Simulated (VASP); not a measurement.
# Al (Fm-3m) in VASP: further runs

The runs below take Al through single point, with PBE+D3(BJ).

All numbers are computed with VASP 6.6.1; they aren't measurements. Logs are shortened: lines on timing, memory, paths and dates and some standing lists are left out, and cuts for length are marked.

### 1 The cell of the first run

The structure is cubic, space group Fm-3m (No. 225). The conventional cell has a = 3.939 Å, b = 3.939 Å, c = 3.939 Å, α = 90.00°, β = 90.00°, γ = 90.00°. Al (site symmetry m-3m) has 12 Al at 2.79 Å within 3.7 Å.

### 2 Single point, PBE+D3(BJ)

INCAR

```
PREC = Accurate ; ENCUT = 520
EDIFF = 1E-6 ; ISMEAR = 1
SIGMA = 0.15 ; LREAL = False
LASPH = True ; NELM = 100
ALGO = Normal ; ISIF = 2
LWAVE = False ; LCHARG = True
GGA = PE ; IVDW = 12
LELF = True ; LVHAR = True
NBANDS = 8
```

KPOINTS

```
Automatic mesh
0
Gamma
  12 12 12
```

POSCAR

```
Al
1.0
    0.0000000000      1.9693075812      1.9693075812
    1.9693075812      0.0000000000      1.9693075812
    1.9693075812      1.9693075812      0.0000000000
Al
1
Direct
    0.0000000000      0.0000000000      0.0000000000
```

Potentials or basis: VASP PAW PBE potentials, release 64 (Al).

On the command line:

```bash
> cat potpaw_PBE.64/Al/POTCAR > POTCAR
> mpirun -np 1 vasp_std > vasp.out
```

OUTCAR:

```text
PREC = Accurate
   ENCUT = 520
   EDIFF = 1E-6
   ISMEAR = 1
   LREAL = False
   LASPH = True
   NELM = 100
   ISIF = 2
   GGA = PE
   IVDW = 12
 IVDW          = 12

 ion  position               nearest neighbor table
   1  0.000  0.000  0.000-

  LATTYP: Found a face centered cubic cell.
 ALAT       =     3.9386151624

  Lattice vectors:

 A1 = (   0.0000000000,   1.9693075812,   1.9693075812)
 A2 = (   1.9693075812,   0.0000000000,   1.9693075812)
 A3 = (   1.9693075812,   1.9693075812,   0.0000000000)

Analysis of symmetry for initial positions (statically):
=====================================================================
 Subroutine PRICEL returns:
 Original cell was already a primitive cell.

 Routine SETGRP: Setting up the symmetry group for a
 face centered cubic supercell.

 Subroutine GETGRP returns: Found 48 space group operations
 (whereof 48 operations were pure point group operations)
 out of a pool of 48 trial point group operations.

The static configuration has the point symmetry O_h .

Analysis of symmetry for dynamics (positions and initial velocities):
=====================================================================
 Subroutine PRICEL returns:
 Original cell was already a primitive cell.

 Routine SETGRP: Setting up the symmetry group for a
 face centered cubic supercell.

 Subroutine GETGRP returns: Found 48 space group operations
 (whereof 48 operations were pure point group operations)
 out of a pool of 48 trial point group operations.

The dynamic configuration has the point symmetry O_h .

 Subroutine INISYM returns: Found 48 space group operations
 (whereof 48 operations are pure point group operations),
 and found     1 'primitive' translations

----------------------------------------------------------------------------------------

                                     Primitive cell

  volume of cell :      15.2746

  direct lattice vectors                    reciprocal lattice vectors
     0.000000000  1.969307581  1.969307581    -0.253896346  0.253896346  0.253896346
     1.969307581  0.000000000  1.969307581     0.253896346 -0.253896346  0.253896346
     1.969307581  1.969307581  0.000000000     0.253896346  0.253896346 -0.253896346

  length of vectors
     2.785021490  2.785021490  2.785021490     0.439761372  0.439761372  0.439761372

  position of ions in fractional coordinates (direct lattice)
     0.000000000  0.000000000  0.000000000

[... 77 lines left out ...]
   EDIFFG = 0.1E-04   stopping-criterion for IOM
   NSW    =      0    number of steps for IOM
   IBRION =     -1    ionic relax: 0-MD 1-quasi-New 2-CG
   NFREE  =      0    steps in history (QN), initial steepest desc. (CG)
   ISIF   =      2    stress and relaxation
   ISYM   =      2    0-nonsym 1-usesym 2-fastsym
   POTIM  = 0.5000    time-step for ionic-motion
   TEBEG  =    0.0;   TEEND  =   0.0 temperature during run
   PSTRESS=    0.0 pullay stress
   NELECT =       3.0000    total number of electrons
   NUPDOWN=      -1.0000    fix difference up-down
   EMIN   =  10.00;   EMAX   =-10.00  energy-range for DOS
   EFERMI =   0.00;   METHOD = LEGACY
   ISMEAR =     1;   SIGMA  =   0.15  broadening in eV -4-tet -1-fermi 0-gaus
   EFERMI_NEDOS =   21; number of points for ismear=-14 and -15
   IALGO  =     38    algorithm
   IMIX   =      4    mixing-type and parameters
     AMIX     =   0.40;   BMIX     =  1.00
     AMIX_MAG =   1.60;   BMIX_MAG =  1.00
  volume/ion in A,a.u.               =      15.27       103.08
  Fermi-wavevector in a.u.,A,eV,Ry     =   0.951609  1.798280 12.320878  0.905559
  Thomas-Fermi vector in A             =   2.080095
   LORBIT       =      0    0 simple, 1 ext, 2 COOP (PROOUT), +10 PAW based schemes
   GGA     = PE    functional components
   LHFCALC =     F    Hartree Fock is set to
   AEXX    =    0.0000 exact exchange contribution
   IVDW    =    12    specifies the selected vdW correction
   LEPSILON=     F    determine dielectric tensor
   LRPA    =     F    only Hartree local field effects (RPA)
 non-spin polarized calculation
 Methfessel and Paxton  Order N= 1 SIGMA  =   0.15
  energy-cutoff  :      520.00
  volume of cell :       15.27
 maximum number of plane-waves:       424
 NGX is ok and might be reduce to    24
   NGX = 11   NGY = 11   NGZ = 11

 number of electron       3.0000000 magnetization

 Free energy of the ion-electron system (eV)
  ---------------------------------------------------
  ext. energy  EPLUGINS =         0.00000000
  ---------------------------------------------------
  free energy    TOTEN  =        -3.72619195 eV

  energy without entropy =       -3.72579149  energy(sigma->0) =       -3.72605846

 E-fermi :   8.7011     XC(G=0): -10.4784

 val. band max:        8.6803732788   @ k =  -0.3333   0.4167   0.0833
 cond. band min:       8.7481457579   @ k =  -0.4167   0.4167   0.0833
 fundamental gap:      0.0677724791
 Fermi energy:         8.7011238853

 k-point     1 :       0.0000    0.0000    0.0000
  band No.  band energies     occupation
      1      -2.8488      2.00000
      2      21.8862      0.00000
      3      21.8862      0.00000
      4      21.8862      0.00000
      5      23.9834      0.00000
      6      23.9834      0.00000
      7      23.9834      0.00000
      8      25.8668      0.00000
[... 243 lines left out ...]
 k-point    24 :      -0.4167    0.1667    0.0000
  band No.  band energies     occupation
      1       4.0338      2.00000
      2       5.5982      2.00000
      3      14.6086      0.00000
      4      18.1042      0.00000
      5      20.0440      0.00000
      6      24.8932      0.00000
      7      27.8266      0.00000
      8      30.7759      0.00000

 [... further k-points ...]

------------------------ aborting loop because EDIFF is reached ----------------------------------------

 Edisp (eV)   -0.36445

 E8    (eV) :    -0.1632

  FORCE on cell =-STRESS in cart. coord.  units (eV):
  Direction    XX          YY          ZZ          XY          YZ          ZX
  --------------------------------------------------------------------------------------
  -------------------------------------------------------------------------------------
  Total       0.32096     0.32096     0.32096    -0.00000     0.00000     0.00000
  in kB      33.66600    33.66600    33.66600    -0.00000     0.00000     0.00000
  external pressure =       33.67 kB  Pullay stress =        0.00 kB

 VOLUME and BASIS-vectors are now :
 -----------------------------------------------------------------------------
  energy-cutoff  :      520.00
  volume of cell :       15.27
      direct lattice vectors                 reciprocal lattice vectors
     0.000000000  1.969307581  1.969307581    -0.253896346  0.253896346  0.253896346
     1.969307581  0.000000000  1.969307581     0.253896346 -0.253896346  0.253896346
     1.969307581  1.969307581  0.000000000     0.253896346  0.253896346 -0.253896346

 POSITION                                       TOTAL-FORCE (eV/Angst)
 -----------------------------------------------------------------------------------
      0.00000      0.00000      0.00000         0.000000      0.000000      0.000000
 -----------------------------------------------------------------------------------
    total drift:                               -0.000000     -0.000000     -0.000000

  FREE ENERGIE OF THE ION-ELECTRON SYSTEM (eV)
  ---------------------------------------------------
  free  energy   TOTEN  =        -4.0906461003 eV

  energy  without entropy=       -4.0902456430  energy(sigma->0) =       -4.09051261
```

stdout:

```text
POSCAR found type information on POSCAR Al
 POSCAR found :  1 types and       1 ions
 scaLAPACK will be used
 LDA part: xc-table for (Slater+PW92), standard interpolation
 POSCAR, INCAR and KPOINTS ok, starting setup
 FFT: planning ... GRIDC
 FFT: planning ... GRID_SOFT
 FFT: planning ... GRID
 WAVECAR not read
 entering main loop
```

It took 6.6 s on 1 thread of Intel Xeon Platinum 8488C (Sapphire Rapids), shared host; peak memory 0.14 GiB.

What came out:

- Free energy: -4.0906 eV
- Pressure: 3.4 GPa
- Dispersion energy per atom: -0.364 eV

Levels at points of the mesh, in eV from the Fermi level:
```tsv
k point	band 1	band 2	band 3	band 4	band 5	band 6
(0.00, 0.00, 0.00)	-11.55	13.19	13.19	13.19	15.28	15.28
(0.50, 0.00, 0.00)	-4.78	-4.36	11.95	11.95	12.39	12.39
(0.50, 0.50, 0.00)	-2.98	-1.50	5.40	6.10	6.10	9.97
```

Caveat: pairwise dispersion overbinds metals, which lowers pressure and volume.

### 3 Single point, PBE+D3(BJ)

This run uses another cell than the first one, of 15.72 Å³/atom, 1.029 times its volume.

INCAR

```
ALGO = Normal ; EDIFF = 1E-6
ENCUT = 520 ; GGA = PE
ISIF = 2 ; ISMEAR = 1
IVDW = 12 ; LASPH = True
LCHARG = False ; LREAL = False
LWAVE = False ; NBANDS = 8
NELM = 80 ; PREC = Accurate
SIGMA = 0.15
```

KPOINTS

```
k-points
0
Gamma
  12 12 12
```

POSCAR

```
Al
1.0
    0.0000000000      1.9881537750      1.9881537750
    1.9881537750      0.0000000000      1.9881537750
    1.9881537750      1.9881537750      0.0000000000
Al
1
Direct
    0.0000000000      0.0000000000      0.0000000000
```

Potentials or basis: VASP PAW PBE potentials, release 64 (Al).

On the command line:

```bash
> cat potpaw_PBE.64/Al/POTCAR > POTCAR
> mpirun -np 1 vasp_std > vasp.out
```

It took 8.3 s on 1 thread of Intel Xeon Platinum 8488C (Sapphire Rapids), shared host; peak memory 0.14 GiB.

It converged, with:

* Free energy: -4.0962 eV
* Pressure: 0.7 GPa
* Dispersion energy per atom: -0.354 eV

Levels at points of the mesh, in eV from the Fermi level:
```
           k point  band 1  band 2  band 3  band 4  band 5
(0.00, 0.00, 0.00)  -11.34   13.03   13.03   13.03   14.90
(0.50, 0.00, 0.00)   -4.65   -4.31   11.82   11.82   12.08
(0.50, 0.50, 0.00)   -2.91   -1.48    5.40    5.96    5.96
```

Caveat: pairwise dispersion overbinds metals, which lowers pressure and volume.
